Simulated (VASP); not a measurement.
## KTaO3: single point with PBEsol

KTaO3:

```
K Ta O
1.0
     3.99137    3.98548    0.00004
    -3.99248    3.98667   -0.00006
    -0.00008   -0.00001    7.96528
K Ta O
4 4 12
Cartesian
  -0.0220 0.0079 0.0093
  -0.0221 0.0078 3.9921
  -0.0226 3.9939 0.0093
  -0.0226 3.9939 3.9921
  1.9531 2.0129 2.0005
  1.9536 2.0120 5.9831
  -2.0388 2.0135 2.0006
  -2.0383 2.0126 5.9832
  2.0102 1.9797 0.0097
  -1.9906 3.9775 2.0009
  0.0070 1.9849 2.0009
  2.0101 1.9792 3.9924
  -1.9910 3.9777 5.9841
  0.0067 1.9854 5.9836
  -1.9818 1.9798 0.0097
  2.0013 3.9769 2.0015
  0.0064 5.9710 2.0009
  -1.9818 1.9803 3.9923
  2.0009 3.9772 5.9836
  0.0062 5.9715 5.9835
```

```yaml
Program: VASP 6.6.1
Task: single point
Functional: PBEsol
Potentials_or_basis: VASP PAW PBE potentials, release 64 (K_sv, Ta_pv, O)
Cutoff: 520 eV
k_mesh: 4 × 4 × 2
Occupations: fermi-dirac, width 0.05 eV
Spin: no spin polarisation
```

| Property | Result |
| --- | --- |
| Pressure | 0.7 GPa |
| Largest force | 0.054 eV/Å |
| Band gap on the k mesh | 2.12 eV |

Forces on the atoms (eV/Å):
```
K   -0.004 -0.001  0.002
K   -0.004  0.000  0.002
K   -0.003  0.000  0.002
K   -0.004  0.000  0.002
Ta   0.048 -0.024  0.000
Ta   0.045 -0.020  0.000
Ta   0.046 -0.025  0.000
Ta   0.042 -0.020 -0.001
O    0.000 -0.002 -0.001
O    0.002  0.026 -0.001
O   -0.046  0.000  0.000
O    0.001 -0.001 -0.001
O    0.003  0.024 -0.001
O   -0.043  0.000  0.000
O    0.001 -0.001  0.000
O    0.003  0.026 -0.001
O   -0.046  0.000  0.000
O    0.001 -0.002 -0.001
O    0.003  0.022  0.000
O   -0.044  0.000  0.000
```

Stress tensor (GPa, compression positive):
```
 0.79  0.01 -0.01
 0.01  0.76  0.00
-0.01  0.00  0.69
```

Levels at points of the mesh, in eV from the valence-band top:
```tsv
k point	band 74	band 75	band 76	band 77	band 78	band 79
(0.00, 0.00, 0.00)	-0.02	-0.01	0.00	2.12	2.18	2.18
(0.50, 0.00, 0.00)	-0.69	-0.46	-0.46	3.60	3.60	3.78
(0.00, 0.50, 0.00)	-0.69	-0.46	-0.46	3.62	3.62	3.76
(0.50, 0.50, 0.00)	-0.85	-0.05	-0.04	2.28	2.34	5.00
(0.00, 0.00, 0.50)	-0.56	-0.04	-0.04	2.26	2.26	3.62
(0.50, 0.00, 0.50)	-0.58	-0.58	-0.58	4.38	4.38	4.38
(0.00, 0.50, 0.50)	-0.58	-0.58	-0.58	4.39	4.39	4.39
(0.50, 0.50, 0.50)	-0.55	-0.55	-0.55	3.73	3.73	3.73
```

It took 18 min on 1 thread of Intel Xeon 8259CL (shared host), peak memory 0.49 GiB.

Caveat: the PAW data sets were made with another functional, which shifts forces and pressure a little; spin-orbit coupling is left out, which moves the levels of the heavy elements. A k mesh can miss the band edges.
